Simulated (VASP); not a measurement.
A run of VASP 6.6.1:

File INCAR:

```
PREC     = Accurate       # precision mode
ENCUT    = 520            # plane-wave cutoff, eV
EDIFF    = 1E-7           # SCF threshold, eV
ISMEAR   = -1             # smearing method
SIGMA    = 0.05           # smearing width, eV
LREAL    = F              # projectors in reciprocal space
LASPH    = T              # aspherical terms in the spheres
NELM     = 60             # most SCF steps
ALGO     = Normal         # electronic algorithm
ISIF     = 2              # what is computed and relaxed
LWAVE    = F              # write WAVECAR
LCHARG   = F              # write CHGCAR
GGA      = PE             # functional
NBANDS   = 10             # bands
```

The input KPOINTS:

```
Automatic mesh
0
Gamma
  17 17 17
```

File POSCAR:

```
Ir
1.0
    2.2430256043      0.0000000000      0.0000000000
    0.0000000000      2.2430256043      0.0000000000
    0.0000000000      0.0000000000      2.2430256043
Ir
1
Direct
    0.0000000000      0.0000000000      0.0000000000
```

Potentials or basis: VASP PAW PBE potentials, release 64 (Ir).

The run is started by

```sh
$ cat potpaw_PBE.64/Ir/POTCAR > POTCAR
$ mpirun -np 1 vasp_std > vasp.out
```

Hardware: 1 thread of Intel(R) Xeon(R) 6975P-C (Granite Rapids), on a shared host.

Problem. How long does it take, and how much memory?

Solution. It took 6 s on 1 thread of Intel(R) Xeon(R) 6975P-C (Granite Rapids), with other jobs on the host, peak memory 0.13 GiB. Counts: scf iterations 11, k points 165.
